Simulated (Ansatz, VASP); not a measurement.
## Ag in VASP and in Ansatz

```xyz
1
Lattice="0.0000 2.0734 2.0734 2.0734 0.0000 2.0734 2.0734 2.0734 0.0000" Properties=species:S:1:pos:R:3 pbc="T T T"
Ag    0.0000    0.0000    0.0000
```

Alike in both runs: task single point; functional PBE; k mesh 11 × 11 × 11; occupations fermi-dirac, width 0.1 eV; no spin polarisation.

|  | VASP | Ansatz |
| --- | --- | --- |
| version | VASP 6.6.1 | Ansatz 0.2.0 |
| potentials or method | VASP PAW PBE potentials, release 64 (Ag), cutoff 520 eV | plane waves (420 eV) with PAW, scalar-relativistic |
| valence electrons in the cell | 11 | 19 |

|  | VASP | Ansatz | Ansatz less VASP |
| --- | --- | --- | --- |
| pressure (GPa) | -0.1 | 0.0 | +0.11 |

VASP's potentials hold 11 valence electrons a cell and Ansatz's 19, so a difference there can come from the potentials and not from the codes.
